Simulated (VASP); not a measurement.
Set up this calculation in VASP 6.6.1, as the native input.

| Item | Value |
| --- | --- |
| Task | single point |
| Functional | PBEsol |
| Potentials or basis | VASP PAW PBE potentials, release 64 (Ta_pv, N) |
| Cutoff | 520 eV |
| k mesh | 18 × 18 × 16 |
| Occupations | gaussian, width 0.15 eV |
| Spin | no spin polarisation |
| Dipole correction | no |
| Further INCAR settings | ALGO = Normal; EDIFF = 1e-06; NBANDS = 15 |

The structure of TaN lies in POSCAR:

```
TaN
1.0
    2.7778000000      0.0000000000      0.0000000000
   -1.3889000000      2.4056453666      0.0000000000
    0.0000000000      0.0000000000      2.8349000000
Ta N
1 1
Direct
    0.3333333333      0.6666666667      0.5000000000
    0.0000000000      0.0000000000      0.0000000000
```

These files were run (other wordings do the same):

INCAR

```
PREC = Accurate
ENCUT = 520
EDIFF = 1E-6
ISMEAR = 0
SIGMA = 0.15
LREAL = F
LASPH = T
NELM = 100
ALGO = Normal
ISIF = 2
LWAVE = F
LCHARG = F
GGA = PS
NBANDS = 15
```

KPOINTS

```
Automatic mesh
0
Gamma
  18 18 16
```

Potentials or basis: VASP PAW PBE potentials, release 64 (Ta_pv, N).

Launch:

```bash
$ cat potpaw_PBE.64/Ta_pv/POTCAR potpaw_PBE.64/N/POTCAR > POTCAR
$ mpirun -np 1 vasp_std > vasp.out
```

Results of the run:

```
Pressure               : 54.0 GPa
Band gap on the k mesh : zero (band 8 reaches 9.79 eV, above the bottom of band 9 at 9.28 eV)
```

Caveat: the PAW data sets were made with another functional, which shifts forces and pressure a little; spin-orbit coupling is left out, which moves the levels of the heavy elements.

Run time: 50 s on 1 thread of Intel(R) Xeon(R) Platinum 8259CL CPU @ 2.50GHz (Skylake/Cascade Lake) (shared host), peak memory 0.22 GiB.
